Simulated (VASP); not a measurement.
Write the native input for VASP 6.6.1 that does the following.

| Quantity | Value |
| --- | --- |
| Task | relaxation of cell and atoms |
| Functional | PBE |
| Potentials or basis | VASP PAW PBE potentials, release 64 (Nb_sv) |
| Cutoff | 600 eV |
| k mesh | 15 × 15 × 15 |
| Occupations | fermi-dirac, width 0.05 eV |
| Spin | no spin polarisation |
| Target pressure | 55 GPa |
| Dipole correction | no |
| Further INCAR settings | ALGO = Normal; EDIFF = 1e-06; IBRION = 2; EDIFFG = -0.005; NSW = 60; ISIF = 3 |

The structure of Nb lies in POSCAR:

```
Nb
1.0
    2.5045981493      0.0000000000      0.0000000000
    0.0000000000      2.5045981493      0.0000000000
    0.0000000000      0.0000000000      2.5045981493
Nb
1
Direct
    0.0000000000      0.0000000000      0.0000000000
```

These files were run (other wordings do the same):

INCAR

```
  PREC = Accurate
  ENCUT = 600
  EDIFF = 1E-6
  ISMEAR = -1
  SIGMA = 0.05
  LREAL = F
  LASPH = T
  NELM = 80
  ALGO = Normal
  ISIF = 3
  LWAVE = F
  LCHARG = F
  GGA = PE
  IBRION = 2
  NSW = 60
  EDIFFG = -0.005
  PSTRESS = 550.0
```

KPOINTS

```
regular mesh
0
Gamma
  15 15 15
```

Potentials or basis: VASP PAW PBE potentials, release 64 (Nb_sv).

Launch:

```sh
$ cat potpaw_PBE.64/Nb_sv/POTCAR > POTCAR
$ mpirun -np 1 vasp_std > vasp.out
```

Results of the run:

```
Relaxed volume                                         : 15.51 Å³/atom
Relaxed cell                                           : a = 2.494 Å, b = 2.494 Å, c = 2.494 Å, α = 90.00°, β = 90.00°, γ = 90.00°
Space group after relaxing (to 0.05 Å)                 : Pm-3m (No. 221)
Energy change on relaxing (the enthalpy is what falls) : +67.0 meV/atom
Ionic steps                                            : 4
Pressure after relaxing                                : 55.0 GPa
```

Caveat: the cell is relaxed towards a set pressure, so the enthalpy falls and the energy may rise.

Run time: 20 s on 1 thread of Intel(R) Xeon(R) 6975P-C (Granite Rapids) (shared host), peak memory 0.15 GiB.
